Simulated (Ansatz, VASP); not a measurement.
InAs in VASP and in Ansatz

```
CELL_PARAMETERS angstrom
0.00000 2.80109 2.80109
2.80109 0.00000 2.80109
2.80109 2.80109 0.00000
ATOMIC_POSITIONS crystal
In 0.50000 0.50000 0.50000
As 0.00000 0.00000 0.00000
```

Alike in both runs: functional LDA; k mesh 12 × 12 × 12; occupations gaussian, width 0.1 eV; no spin polarisation.

Ansatz relaxed the structure, and its values are those at the end. VASP's run is a single point on that final structure, the one shown.

|  | VASP | Ansatz |
| --- | --- | --- |
| version | VASP 6.6.1 | Ansatz 0.2.0 |
| potentials or method | VASP PAW LDA potentials, release 64 (In_d, As), cutoff 500 eV | scalar-relativistic, plane waves, PAW |
| valence electrons in the cell | 18 | 28 |

VASP gave:

| Property | Result |
| --- | --- |
| gap on the k mesh at the Fermi level (eV) | none |
| pressure (GPa) | 0.3 |

Question: What did Ansatz give for the same quantities?

Answer: gap on the k mesh at the Fermi level (eV): none; pressure (GPa): 0.0.

Ansatz warns that its potentials were made for another functional, while VASP's fit it. LDA's correlation is that of Perdew and Zunger in VASP and of Perdew and Wang (1992) in Ansatz. A gap of «none» marks a metal or a gap that the smearing closes. VASP's potentials hold 18 valence electrons a cell and Ansatz's 28, so a difference there can come from the potentials and not from the codes.
